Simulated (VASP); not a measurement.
# BaTe (Imm2) in VASP: single point with PBE

Aim: the single point of BaTe with PBE.

Everything below comes from runs of VASP 6.6.1. Logs are shortened: lines on timing, memory, paths and dates and some standing lists are left out, and cuts for length are marked.

## 1. The cell of the first run

Symmetry: Imm2, No. 44, orthorhombic system. Conventional cell: a = 5.536 Å, b = 5.536 Å, c = 7.829 Å, α = 90.00°, β = 90.00°, γ = 90.00°. Within 4.3 Å of Ba (site symmetry mm2) lie 4 Te at 3.28 to 3.51 Å. Within 4.3 Å of Te (site symmetry mm2) lie 4 Ba at 3.28 to 3.51 Å.

## 2. Single point, PBE (atom 2 (Te) moved 0.2 Å along z)

File INCAR:

```
SYSTEM = BaTe
ALGO     = Normal         ! electronic algorithm
EDIFF    = 1E-6           ! SCF threshold, eV
ENCUT    = 520            ! plane-wave cutoff, eV
GGA      = PE             ! functional
ISIF     = 2              ! what is computed and relaxed
ISMEAR   = 0              ! smearing method
LASPH    = .True.         ! aspherical terms in the spheres
LCHARG   = .False.        ! write CHGCAR
LREAL    = .False.        ! projectors in reciprocal space
LWAVE    = .False.        ! write WAVECAR
NBANDS   = 15             ! bands
NELM     = 80             ! most SCF steps
PREC     = Accurate       ! precision mode
SIGMA    = 0.05           ! smearing width, eV
```

File KPOINTS:

```
k-points
0
Gamma
  8 8 8
  0 0 0
```

File POSCAR:

```
BaTe
1.0
    0.0000000000      3.9144414212      3.9144414212
    3.9144414212      0.0000000000      3.9144414212
    3.9144414212      3.9144414212      0.0000000000
Ba Te
1 1
Direct
    0.0000000000      0.0000000000      0.0000000000
    0.2755464290      0.2755464290      0.2244535710
```

Potentials or basis: VASP PAW PBE potentials, release 64 (Ba_sv, Te).

Started as:

```console
$ cat potpaw_PBE.64/Ba_sv/POTCAR potpaw_PBE.64/Te/POTCAR > POTCAR
$ mpirun -np 1 vasp_std > vasp.out
```

OUTCAR:

```text
SYSTEM = BaTe
   EDIFF = 1E-6
   ENCUT = 520
   GGA = PE
   ISIF = 2
   ISMEAR = 0
   LASPH = .True.
   LREAL = .False.
   NELM = 80
   PREC = Accurate

 ion  position               nearest neighbor table
   1  0.000  0.000  0.000-   2 3.28   2 3.28   2 3.51   2 3.51
   2  0.276  0.276  0.224-   1 3.28   1 3.28   1 3.51   1 3.51

  LATTYP: Found a face centered cubic cell.
 ALAT       =     7.8288828424

  Lattice vectors:

 A1 = (   0.0000000000,   3.9144414212,   3.9144414212)
 A2 = (   3.9144414212,   0.0000000000,   3.9144414212)
 A3 = (   3.9144414212,   3.9144414212,   0.0000000000)

Analysis of symmetry for initial positions (statically):
=====================================================================
 Subroutine PRICEL returns:
 Original cell was already a primitive cell.

 Routine SETGRP: Setting up the symmetry group for a
 face centered cubic supercell.

 Subroutine GETGRP returns: Found  4 space group operations
 (whereof  4 operations were pure point group operations)
 out of a pool of 48 trial point group operations.

The static configuration has the point symmetry C_2v.

Analysis of symmetry for dynamics (positions and initial velocities):
=====================================================================
 Subroutine PRICEL returns:
 Original cell was already a primitive cell.

 Routine SETGRP: Setting up the symmetry group for a
 face centered cubic supercell.

 Subroutine GETGRP returns: Found  4 space group operations
 (whereof  4 operations were pure point group operations)
 out of a pool of 48 trial point group operations.

The dynamic configuration has the point symmetry C_2v.

 Subroutine INISYM returns: Found  4 space group operations
 (whereof  4 operations are pure point group operations),
 and found     1 'primitive' translations

----------------------------------------------------------------------------------------

                                     Primitive cell

  volume of cell :     119.9608

  direct lattice vectors                    reciprocal lattice vectors
     0.000000000  3.914441421  3.914441421    -0.127732145  0.127732145  0.127732145
     3.914441421  0.000000000  3.914441421     0.127732145 -0.127732145  0.127732145
     3.914441421  3.914441421  0.000000000     0.127732145  0.127732145 -0.127732145

  length of vectors
     5.535856147  5.535856147  5.535856147     0.221238565  0.221238565  0.221238565

  position of ions in fractional coordinates (direct lattice)
     0.000000000  0.000000000  0.000000000
     0.275546429  0.275546429  0.224453571

  ion indices of the primitive-cell ions
   primitive index   ion index
[... 88 lines left out ...]
   EFERMI =   0.00;   METHOD = LEGACY
   ISMEAR =     0;   SIGMA  =   0.05  broadening in eV -4-tet -1-fermi 0-gaus
   EFERMI_NEDOS =   21; number of points for ismear=-14 and -15
   IALGO  =     38    algorithm
   IMIX   =      4    mixing-type and parameters
     AMIX     =   0.40;   BMIX     =  1.00
     AMIX_MAG =   1.60;   BMIX_MAG =  1.00
  volume/ion in A,a.u.               =      59.98       404.77
  Fermi-wavevector in a.u.,A,eV,Ry     =   0.836440  1.580643  9.519080  0.699633
  Thomas-Fermi vector in A             =   1.950165
   LORBIT       =      0    0 simple, 1 ext, 2 COOP (PROOUT), +10 PAW based schemes
   GGA     = PE    functional components
   LHFCALC =     F    Hartree Fock is set to
   AEXX    =    0.0000 exact exchange contribution
   IVDW    =     0    specifies the selected vdW correction
   LEPSILON=     F    determine dielectric tensor
   LRPA    =     F    only Hartree local field effects (RPA)
 non-spin polarized calculation
 Gauss-broadening in eV      SIGMA  =   0.05
  energy-cutoff  :      520.00
  volume of cell :      119.96
 maximum number of plane-waves:      3250
 NGX is ok and might be reduce to    42
   NGX = 21   NGY = 21   NGZ = 21

 number of electron      16.0000000 magnetization

 Free energy of the ion-electron system (eV)
  ---------------------------------------------------
  ext. energy  EPLUGINS =         0.00000000
  ---------------------------------------------------
  free energy    TOTEN  =        -8.03547840 eV

  energy without entropy =       -8.03547840  energy(sigma->0) =       -8.03547840

 E-fermi :   0.3072     XC(G=0):  -6.6851

 val. band max:        0.0726906919   @ k =   0.5000   0.5000   0.0000
 cond. band min:       2.5901156283   @ k =   0.0000   0.0000   0.0000
 fundamental gap:      2.5174249364
 Fermi energy:         0.3072140684

 k-point     1 :       0.0000    0.0000    0.0000
  band No.  band energies     occupation
      1     -26.8656      2.00000
      2     -12.0625      2.00000
      3     -12.0602      2.00000
      4     -12.0601      2.00000
      5      -8.6995      2.00000
      6      -0.4537      2.00000
      7      -0.4175      2.00000
      8      -0.3285      2.00000
      9       2.5901      0.00000
     10       4.1366      0.00000
     11       4.1682      0.00000
     12       5.6963      0.00000
     13       6.1663      0.00000
     14       6.5051      0.00000
[... 401 lines left out ...]
      2     -12.2504      2.00000
      3     -12.0853      2.00000
      4     -12.0734      2.00000
      5      -8.3705      2.00000
      6      -0.6411      2.00000
      7      -0.1832      2.00000
      8      -0.1681      2.00000
      9       3.5458      0.00000
     10       4.0746      0.00000
     11       4.1123      0.00000
     12       4.9461      0.00000
     13       5.3720      0.00000
     14       5.6569      0.00000
     15       7.2889      0.00000

 [... further k-points ...]

------------------------ aborting loop because EDIFF is reached ----------------------------------------

  FORCE on cell =-STRESS in cart. coord.  units (eV):
  Direction    XX          YY          ZZ          XY          YZ          ZX
  --------------------------------------------------------------------------------------
  -------------------------------------------------------------------------------------
  Total        0.3776128      0.3776128      0.1676806     -0.9694864      0.0000000      0.0000000
  in kB        5.0433362      5.0433362      2.2395152    -12.9483047      0.0000000      0.0000000
  external PRESSURE =       4.1087292 kB  Pullay stress =       0.0000000 kB

 VOLUME and BASIS-vectors are now :
 -----------------------------------------------------------------------------
  energy-cutoff  :      520.00
  volume of cell :      119.96
      direct lattice vectors                 reciprocal lattice vectors
     0.000000000  3.914441421  3.914441421    -0.127732145  0.127732145  0.127732145
     3.914441421  0.000000000  3.914441421     0.127732145 -0.127732145  0.127732145
     3.914441421  3.914441421  0.000000000     0.127732145  0.127732145 -0.127732145

 POSITION                                       TOTAL-FORCE (eV/Angst)
 -----------------------------------------------------------------------------------
      0.00000      0.00000      0.00000        -0.000000     -0.000000      0.553478
      1.95722      1.95722      2.15722         0.000000      0.000000     -0.553478
 -----------------------------------------------------------------------------------
    total drift:                               -0.000000     -0.000000     -0.000165

  FREE ENERGIE OF THE ION-ELECTRON SYSTEM (eV)
  ---------------------------------------------------
  free  energy   TOTEN  =        -8.0354784021 eV

  energy  without entropy=       -8.0354784021  energy(sigma->0) =       -8.03547840
```

OSZICAR:

```text
N       E                     dE             d eps       ncg     rms          rms(c)
DAV:   1     0.946167456909E+02    0.94617E+02   -0.58099E+03  2850   0.847E+02
DAV:   2    -0.957270466993E+00   -0.95574E+02   -0.88011E+02  3896   0.151E+02
DAV:   3    -0.819867091500E+01   -0.72414E+01   -0.71933E+01  3941   0.470E+01
DAV:   4    -0.843276826940E+01   -0.23410E+00   -0.23402E+00  4015   0.824E+00
DAV:   5    -0.843612934238E+01   -0.33611E-02   -0.33610E-02  4117   0.868E-01    0.374E+00
DAV:   6    -0.806156811844E+01    0.37456E+00   -0.38907E-01  3081   0.267E+00    0.251E+00
DAV:   7    -0.801299955876E+01    0.48569E-01   -0.29768E-01  3662   0.242E+00    0.105E+00
DAV:   8    -0.803005662535E+01   -0.17057E-01   -0.35163E-02  3186   0.113E+00    0.288E-01
DAV:   9    -0.803341100011E+01   -0.33544E-02   -0.68482E-03  3403   0.454E-01    0.147E-01
DAV:  10    -0.803465442822E+01   -0.12434E-02   -0.81407E-04  3270   0.152E-01    0.447E-02
DAV:  11    -0.803543793157E+01   -0.78350E-03   -0.96957E-04  3172   0.136E-01    0.350E-02
DAV:  12    -0.803546292350E+01   -0.24992E-04   -0.33924E-05  3998   0.292E-02    0.190E-02
DAV:  13    -0.803547670095E+01   -0.13777E-04   -0.28828E-05  3221   0.241E-02    0.330E-03
DAV:  14    -0.803547809015E+01   -0.13892E-05   -0.26720E-06  3788   0.726E-03    0.561E-03
DAV:  15    -0.803547840208E+01   -0.31193E-06   -0.24429E-07  2601   0.241E-03
   1 F= -.80354784E+01 E0= -.80354784E+01  d E =-.155418E-13
```

stdout:

```text
POSCAR found type information on POSCAR BaTe
 POSCAR found :  2 types and       2 ions
 scaLAPACK will be used
 LDA part: xc-table for (Slater+PW92), standard interpolation
 POSCAR, INCAR and KPOINTS ok, starting setup
 FFT: planning ... GRIDC
 FFT: planning ... GRID_SOFT
 FFT: planning ... GRID
 WAVECAR not read
 entering main loop
```

Wall time 2 min (1 thread of Intel Xeon 6975P-C (Granite Rapids), shared host); peak memory 0.37 GiB.

What came out:

* Free energy: -8.0355 eV
* Pressure: 0.4 GPa
* Largest force: 0.553 eV/Å
* Band gap on the k mesh: 2.52 eV (least direct gap 2.85 eV)

Forces in eV/Å, atoms in the order of the input:
```
Ba   0.000  0.000  0.553
Te   0.000  0.000 -0.553
```

Levels at points of the mesh, in eV from the valence-band top:
```
           k point  band 6  band 7  band 8  band 9  band 10  band 11
(0.00, 0.00, 0.00)   -0.53   -0.49   -0.40    2.52     4.06     4.10
(0.50, 0.00, 0.00)   -0.75   -0.27   -0.19    3.74     4.09     4.42
(0.00, 0.00, 0.50)   -0.74   -0.39   -0.32    4.14     4.15     4.38
(0.50, 0.50, 0.00)   -1.01   -0.09    0.00    2.85     3.91     4.87
(0.00, 0.50, 0.50)   -1.01   -0.07   -0.04    2.89     3.86     4.83
```

Caveat: the cell differs from its parent crystal (atom 2 (Te) moved 0.2 Å along z); spin-orbit coupling is left out, which moves the levels of the heavy elements. A k mesh can miss the band edges.
